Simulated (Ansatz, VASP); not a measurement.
## Two plane-wave programs on H2S

Contents of INCAR:

```
SYSTEM = H2S
ALGO = Normal ; EDIFF = 1E-6
ENCUT = 400 ; GGA_COMPAT = .FALSE.
ISIF = 2 ; ISMEAR = 0
LASPH = .TRUE. ; LCHARG = .TRUE.
LELF = .TRUE. ; LREAL = .FALSE.
LVHAR = .TRUE. ; LWAVE = .FALSE.
NBANDS = 11 ; NELM = 120
NELMDL = -8 ; PREC = Accurate
SIGMA = 0.005
```

KPOINTS

```
k-points
0
G
  1 1 1
  0 0 0
```

The input POSCAR:

```
H2S
1.0
   12.3255669104      0.0000000000      0.0000000000
    0.0000000000     12.8255669104      0.0000000000
    0.0000000000      0.0000000000     13.3255669104
S H
1 2
Direct
    0.5294691500      0.5110600700      0.4594833100
    0.5162436300      0.4312875900      0.5244762600
    0.4663476000      0.5742980600      0.5158113300
```

Input for Ansatz:

```yaml
crystal:
  lattice:
    - [12.3255669104, 0.0, 0.0]
    - [0.0, 12.8255669104, 0.0]
    - [0.0, 0.0, 13.3255669104]
  atoms:
    - { symbol: S, position: [0.52946915, 0.51106007, 0.45948331] }
    - { symbol: H, position: [0.51624363, 0.43128759, 0.52447626] }
    - { symbol: H, position: [0.4663476, 0.57429806, 0.51581133] }
hamiltonian:
  xc: lda
kpoints:
  mp_grid: { grid: [1, 1, 1] }
scf:
  occupations: { method: gaussian, width: 0.005 }
  max_iter: 140
  lower_state_search: "off"
output:
  forces: true
```

Alike in both runs: task single point; functional LDA; k mesh 1 × 1 × 1; occupations gaussian, width 0.005 eV; no spin polarisation.

|  | VASP | Ansatz |
| --- | --- | --- |
| version | VASP 6.6.1 | Ansatz 0.2.0 |
| potentials or method | VASP PAW LDA potentials, release 64 (S, H) | scalar-relativistic, plane waves, PAW |
| plane-wave cutoff (eV) | 400 | 420 |
| valence electrons in the cell | 8 | 8 |

```csv
,VASP,Ansatz,Ansatz less VASP
rms of the force components (eV/Å),0.021,0.049,+0.0284
```

LDA's correlation is that of Perdew and Zunger in VASP and of Perdew and Wang (1992) in Ansatz. Atom by atom the forces differ by 0.032 eV/Å (rms over components).
